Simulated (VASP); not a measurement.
A run of VASP 6.6.1 is set up as follows.

Contents of INCAR:

```
PREC = Accurate
ENCUT = 500
EDIFF = 1E-6
ISMEAR = 1
SIGMA = 0.1
LREAL = Auto
LASPH = True
NELM = 120
ALGO = Normal
ISIF = 2
LWAVE = False
LCHARG = False
NBANDS = 190
GGA_COMPAT = False
```

Contents of KPOINTS:

```
Automatic mesh
0
Gamma
  2 2 2
```

POSCAR

```
TiSi2
1.0
    4.8081252016      8.2721766613      0.0000000000
    4.8081252016     -8.2721766613      0.0000000000
   -4.8081252016      0.0000000000     -8.5559772700
Ti Si
16 32
Direct
    0.2500000000      0.2500000000      0.0000000000
    0.3750000000      0.1250000000      0.2500000000
    0.2500000000      0.2500000000      0.5000000000
    0.3750000000      0.1250000000      0.7500000000
    0.2500000000      0.7500000000      0.0000000000
    0.3750000000      0.6250000000      0.2500000000
    0.2500000000      0.7500000000      0.5000000000
    0.3750000000      0.6250000000      0.7500000000
    0.7500000000      0.2500000000      0.0000000000
    0.8750000000      0.1250000000      0.2500000000
    0.7500000000      0.2500000000      0.5000000000
    0.8750000000      0.1250000000      0.7500000000
    0.7500000000      0.7500000000      0.0000000000
    0.8750000000      0.6250000000      0.2500000000
    0.7500000000      0.7500000000      0.5000000000
    0.8750000000      0.6250000000      0.7500000000
    0.4183743438      0.0816256562      0.0000000000
    0.0816256562      0.4183743438      0.0000000000
    0.0433743438      0.4566256562      0.2500000000
    0.2066256562      0.2933743438      0.2500000000
    0.4183743438      0.0816256562      0.5000000000
    0.0816256562      0.4183743438      0.5000000000
    0.0433743438      0.4566256562      0.7500000000
    0.2066256562      0.2933743438      0.7500000000
    0.4183743438      0.5816256561      0.0000000000
    0.0816256562      0.9183743438      0.0000000000
    0.0433743438      0.9566256562      0.2500000000
    0.2066256562      0.7933743439      0.2500000000
    0.4183743438      0.5816256561      0.5000000000
    0.0816256562      0.9183743438      0.5000000000
    0.0433743438      0.9566256562      0.7500000000
    0.2066256562      0.7933743439      0.7500000000
    0.9183743438      0.0816256562      0.0000000000
    0.5816256561      0.4183743438      0.0000000000
    0.5433743439      0.4566256562      0.2500000000
    0.7066256561      0.2933743438      0.2500000000
    0.9183743438      0.0816256562      0.5000000000
    0.5816256561      0.4183743438      0.5000000000
    0.5433743439      0.4566256562      0.7500000000
    0.7066256561      0.2933743438      0.7500000000
    0.9183743438      0.5816256561      0.0000000000
    0.5816256561      0.9183743438      0.0000000000
    0.5433743439      0.9566256562      0.2500000000
    0.7066256561      0.7933743439      0.2500000000
    0.9183743438      0.5816256561      0.5000000000
    0.5816256561      0.9183743438      0.5000000000
    0.5433743439      0.9566256562      0.7500000000
    0.7066256561      0.7933743439      0.7500000000
```

Potentials or basis: VASP PAW LDA potentials, release 64 (Ti_sv, Si).

The run is started by

```sh
$ cat potpaw_LDA.64/Ti_sv/POTCAR potpaw_LDA.64/Si/POTCAR > POTCAR
$ mpirun -np 1 vasp_std > vasp.out
```

Question: Predict the band gap on the k mesh.

Answer: Zero (bands 160 and 161 overlap by 0.20 eV).

Question: Predict the largest force.

Answer: 0.095 eV/Å.

Forces on the atoms (eV/Å):
```
Ti   0.000  0.000  0.000
Ti   0.000  0.000  0.000
Ti   0.000  0.000  0.000
Ti   0.000  0.000  0.000
Ti   0.000  0.000  0.000
Ti   0.000  0.000  0.000
Ti   0.000  0.000  0.000
Ti   0.000  0.000  0.000
Ti   0.000  0.000  0.000
Ti   0.000  0.000  0.000
Ti   0.000  0.000  0.000
Ti   0.000  0.000  0.000
Ti   0.000  0.000  0.000
Ti   0.000  0.000  0.000
Ti   0.000  0.000  0.000
Ti   0.000  0.000  0.000
Si   0.000 -0.095  0.000
Si   0.000  0.095  0.000
Si   0.000 -0.095  0.000
Si   0.000  0.095  0.000
Si   0.000 -0.095  0.000
Si   0.000  0.095  0.000
Si   0.000 -0.095  0.000
Si   0.000  0.095  0.000
Si   0.000 -0.095  0.000
Si   0.000  0.095  0.000
Si   0.000 -0.095  0.000
Si   0.000  0.095  0.000
Si   0.000 -0.095  0.000
Si   0.000  0.095  0.000
Si   0.000 -0.095  0.000
Si   0.000  0.095  0.000
Si   0.000 -0.095  0.000
Si   0.000  0.095  0.000
Si   0.000 -0.095  0.000
Si   0.000  0.095  0.000
Si   0.000 -0.095  0.000
Si   0.000  0.095  0.000
Si   0.000 -0.095  0.000
Si   0.000  0.095  0.000
Si   0.000 -0.095  0.000
Si   0.000  0.095  0.000
Si   0.000 -0.095  0.000
Si   0.000  0.095  0.000
Si   0.000 -0.095  0.000
Si   0.000  0.095  0.000
Si   0.000 -0.095  0.000
Si   0.000  0.095  0.000
```

Caveat: the k points lie up to 0.42 Å⁻¹ apart.
